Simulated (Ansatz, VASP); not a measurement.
**CuI in VASP and in Ansatz**

Contents of INCAR:

```
ALGO = Normal ; EDIFF = 1E-7
ENCUT = 520 ; GGA = PE
ISIF = 2 ; ISMEAR = -1
LASPH = T ; LCHARG = T
LELF = T ; LREAL = F
LVHAR = T ; LWAVE = F
NBANDS = 26 ; NELM = 100
PREC = Accurate ; SIGMA = 0.02
```

KPOINTS

```
k-points
0
Gamma
  5 5 6
```

POSCAR

```
CuI
1.0
    3.6827131944     -3.6609304058      0.0000000000
    3.6827131944      3.6609304058      0.0000000000
    0.0000000000      0.0000000000      4.2487878631
Cu I
2 2
Direct
    0.4204388300      0.5795611700      0.7500000000
    0.5795611700      0.4204388300      0.2500000000
    0.7700426800      0.2299573200      0.7500000000
    0.2299573200      0.7700426800      0.2500000000
```

Input for Ansatz:

```yaml
crystal:
  lattice:
    - [3.6827131944, -3.6609304058, 0.0]
    - [3.6827131944, 3.6609304058, 0.0]
    - [0.0, 0.0, 4.2487878631]
  atoms:
    - { symbol: Cu, position: [0.42043883, 0.57956117, 0.75] }
    - { symbol: Cu, position: [0.57956117, 0.42043883, 0.25] }
    - { symbol: I, position: [0.77004268, 0.22995732, 0.75] }
    - { symbol: I, position: [0.22995732, 0.77004268, 0.25] }
kpoints:
  mp_grid: { grid: [5, 5, 6] }
  band_path:
    path:
      - [0.0, 0.0, 0.0]
      - [0.5, 0.5, 0.0]
      - [0.4970513089, 0.5029486911, 0.0]
      - [-0.4970513089, 0.4970513089, 0.0]
      - [0.0, 0.0, 0.0]
      - [0.0, 0.0, 0.5]
      - [-0.4970513089, 0.4970513089, 0.5]
      - [0.4970513089, 0.5029486911, 0.5]
      - [0.5, 0.5, 0.5]
    npoints: 5
scf:
  occupations: { method: fermi_dirac, width: 0.02 }
hamiltonian:
  xc: pbe
  pseudopotentials: { kind: all_electron, lapw: { basis_error: 0.0005 } }
output:
  forces: true
  stress: true
  eigenvalues: true
```

Change from the starting cell: volume scaled by 0.96.

Alike in both runs: task single point; functional PBE; k mesh 5 × 5 × 6; occupations fermi-dirac, width 0.02 eV; no spin polarisation.

```csv
,VASP,Ansatz
version,VASP 6.6.1,Ansatz 0.2.0
potentials or method,"VASP PAW PBE potentials, release 64 (Cu, I), cutoff 520 eV","all-electron LAPW, scalar-relativistic"
```

```csv
,VASP,Ansatz,Ansatz less VASP
gap on the k mesh at the Fermi level (eV),1.08,1.06,-0.017
pressure (GPa),3.3,3.2,-0.09
"traceless stress, the component that is largest in VASP (GPa)",-2.05,-2.00,+0.060
rms of the force components (eV/Å),0.226,0.222,-0.0046
```

Atom by atom the forces differ by 0.006 eV/Å (rms over components). Ansatz ran all-electron here, and VASP with PAW potentials.

Spin-orbit coupling is off throughout.
